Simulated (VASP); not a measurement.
Crystal: Sn2Bi3O3.

```
CELL_PARAMETERS angstrom
3.81950 2.20519 3.12162
-3.81950 2.20519 3.12162
0.00000 -4.41038 3.12162
ATOMIC_POSITIONS crystal
Sn 0.25083 0.25083 0.25083
Sn 0.74917 0.74917 0.74917
Bi 0.74973 0.25027 0.00000
Bi 0.25027 0.00000 0.74973
Bi 0.00000 0.74973 0.25027
O 0.74976 0.25024 0.50000
O 0.25024 0.50000 0.74976
O 0.50000 0.74976 0.25024
```

The cell was generated, and may not be a known phase.

| Item | Value |
| --- | --- |
| Program | VASP 6.6.1 |
| Task | relaxation of cell and atoms |
| Functional | PBE |
| Potentials or basis | VASP PAW PBE potentials, release 64 (Sn_d, Bi_d, O) |
| Cutoff | 600 eV |
| k mesh | 3 × 3 × 3 |
| Occupations | gaussian, width 0.2 eV |
| Spin | no spin polarisation |

At the start: pressure 3.3 GPa; volume 19.72 Å³/atom.

Where does the relaxation end?

Over 31 steps the energy falls by 595.0 meV/atom and the volume is 22.87 Å³/atom (+16.0 %); space group R32 (No. 155, to 0.1 Å) before and after.

The path:
| step | energy change (eV) | largest force (eV/Å) | pressure (GPa) | volume (Å³) |
| --- | --- | --- | --- | --- |
| 1 | 0.0000 | 2.3058 | 3.28 | 157.76 |
| 2 | -0.5297 | 1.3358 | -2.06 | 167.14 |
| 3 | -0.5644 | 1.1497 | -3.36 | 170.57 |
| 4 | -0.9175 | 1.2021 | -0.62 | 163.24 |
| 5 | -1.1006 | 1.5353 | 6.04 | 152.08 |
| 6 | -1.1977 | 1.6589 | 6.61 | 151.44 |
| 7 | -1.4479 | 2.0008 | 8.79 | 149.48 |
| 8 | -1.2319 | 2.5521 | 16.18 | 145.51 |
| 9 | -1.5145 | 2.1451 | 10.11 | 148.49 |
| 10 | -1.9812 | 1.9287 | 7.63 | 152.30 |
| 11 | -2.7624 | 1.5355 | 2.94 | 164.07 |
| 12 | -2.7790 | 1.6556 | 2.46 | 166.64 |
| 13 | -3.1262 | 1.5429 | 0.58 | 169.89 |
| 14 | -3.6373 | 1.4355 | -3.69 | 179.72 |
| 15 | -3.9908 | 1.0679 | -1.75 | 175.88 |
| 16 | -4.2011 | 0.2537 | 2.76 | 169.57 |
| 17 | -4.2086 | 0.3443 | 1.79 | 170.70 |
| 18 | -4.3367 | 0.2807 | 1.66 | 173.07 |
| 19 | -4.5001 | 1.4733 | 2.39 | 180.07 |
| 20 | -4.6005 | 0.9618 | 0.65 | 184.57 |
| 21 | -4.6497 | 0.1926 | -1.68 | 191.92 |
| 22 | -4.6507 | 0.2909 | -1.40 | 190.94 |
| 23 | -4.6821 | 0.3120 | -1.19 | 189.94 |
| 24 | -4.7403 | 0.3683 | -0.39 | 186.87 |
| 25 | -4.7452 | 0.3823 | 0.04 | 185.47 |
| 26 | -4.7454 | 0.3812 | -0.02 | 185.70 |
| 27 | -4.7528 | 0.1457 | -0.40 | 185.35 |
| 28 | -4.7529 | 0.1472 | -0.45 | 185.29 |
| 29 | -4.7573 | 0.1118 | -0.08 | 183.85 |
| 30 | -4.7580 | 0.0884 | 0.15 | 182.94 |
| 31 | -4.7597 | 0.0496 | 0.02 | 182.92 |

Final structure:
```cif
data_structure
_symmetry_space_group_name_H-M 'P 1'
_symmetry_Int_Tables_number 1
_cell_length_a 5.7140
_cell_length_b 5.7140
_cell_length_c 5.7140
_cell_angle_alpha 96.291
_cell_angle_beta 96.291
_cell_angle_gamma 96.291
_cell_volume 182.92
loop_
_atom_site_label
_atom_site_type_symbol
_atom_site_fract_x
_atom_site_fract_y
_atom_site_fract_z
_atom_site_occupancy
Sn1 Sn 0.33700 0.33700 0.33700 1
Sn2 Sn 0.66300 0.66300 0.66300 1
Bi1 Bi 0.78636 0.21364 0.00000 1
Bi2 Bi 0.21364 0.00000 0.78636 1
Bi3 Bi 0.00000 0.78636 0.21364 1
O1 O 0.68788 0.31212 0.50000 1
O2 O 0.31212 0.50000 0.68788 1
O3 O 0.50000 0.68788 0.31212 1
```

Caveat: the k points lie up to 0.37 Å⁻¹ apart in the final cell, too coarse for converged energies and pressures of a metal; the volume moved by over 15 % at a fixed basis, so the end points are rough; an odd number of electrons without spin polarisation forces a metal; a magnetic or distorted state may lie lower; the relaxation stopped at a loose force limit of 0.08 eV/Å, so its end isn't a converged minimum.
